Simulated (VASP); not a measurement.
YSe, 2 atoms in the cell. It takes space group R-3m (No. 166, trigonal). The conventional cell has a = 3.826 Å, b = 3.826 Å, c = 11.246 Å, α = 90.00°, β = 90.00°, γ = 120.00°. Within 3.9 Å of Y (site symmetry -3m) lie 6 Se at 2.90 Å and 6 Y at 3.83 Å. Se (site symmetry -3m) has 6 Y at 2.90 Å and 6 Se at 3.83 Å within 3.9 Å.  This cell differs from its parent crystal: ratio of the length along [111] to the lengths across it x 1.2, volume and fractional coordinates fixed.

| Property | Result |
| --- | --- |
| Program | VASP 6.6.1 |
| Task | single point |
| Functional | PBEsol |
| Potentials or basis | VASP PAW PBE potentials, release 64 (Y_sv, Se) |
| Cutoff | 520 eV |
| k mesh | 16 × 16 × 16 |
| Occupations | gaussian, width 0.15 eV |
| Spin | no spin polarisation |
| Dipole correction | no |
| Further INCAR settings | ALGO = Normal; EDIFF = 1e-07; NBANDS = 16 |

Potentials or basis: VASP PAW PBE potentials, release 64 (Y_sv, Se).

Launch:

```bash
$ cat potpaw_PBE.64/Y_sv/POTCAR potpaw_PBE.64/Se/POTCAR > POTCAR
$ mpirun -np 1 vasp_std > vasp.out
```

Hardware: 1 thread of Intel(R) Xeon(R) Platinum 8259CL CPU @ 2.50GHz (Skylake/Cascade Lake) (shared host).

Question: How long does it take, and how much memory?

Answer: Wall time 4.5 min on 1 thread of Intel(R) Xeon(R) Platinum 8259CL CPU @ 2.50GHz (Skylake/Cascade Lake), with other jobs on the host, peak memory 0.48 GiB. Counts: scf iterations 14, k points 417.
